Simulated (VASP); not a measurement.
# BN: single point with PBE

BN:

```
B N
1.0
     0.00000    1.59034    1.83961
     1.83961    0.00000    1.83961
     1.83961    1.59034    0.00000
B N
1 1
Direct
  0.00000 0.00000 0.00000
  0.75000 0.75000 0.75000
```

This cell differs from its parent crystal: volume 5.382 Å^3 an atom, c/a of the conventional cell 0.8645.

* Program: VASP 6.6.1
* Task: single point
* Functional: PBE
* Potentials or basis: VASP PAW PBE potentials, release 64 (B, N)
* Cutoff: 520 eV
* k mesh: 12 × 12 × 12
* Occupations: gaussian, width 0.05 eV
* Spin: no spin polarisation
* Dipole correction: no
* Further INCAR settings: ALGO = Normal; EDIFF = 1e-07; NBANDS = 11

```yaml
Pressure: 44.6 GPa
Band_gap_on_the_k_mesh: 2.15 eV, indirect (least direct gap 7.97 eV)
```

Stress tensor (GPa, compression positive):
```
18.83  0.00  0.00
 0.00 96.11  0.00
 0.00  0.00 18.83
```

Levels at points of the mesh, in eV from the valence-band top:
| k point | band 2 | band 3 | band 4 | band 5 | band 6 | band 7 |
| --- | --- | --- | --- | --- | --- | --- |
| (0.00, 0.00, 0.00) | -1.21 | -1.21 | 0.00 | 7.97 | 9.02 | 9.02 |
| (0.50, 0.00, 0.00) | -12.32 | -3.97 | -1.89 | 8.24 | 9.45 | 13.50 |
| (0.50, 0.50, 0.00) | -11.07 | -5.34 | -5.25 | 4.85 | 10.33 | 16.61 |
| (0.50, 0.00, 0.50) | -8.74 | -7.48 | -7.48 | 2.15 | 6.56 | 18.63 |

Wall time 29 s on 1 thread of Intel Xeon 8259CL, on a shared host, peak memory 0.13 GiB.

 A k mesh can miss the band edges.
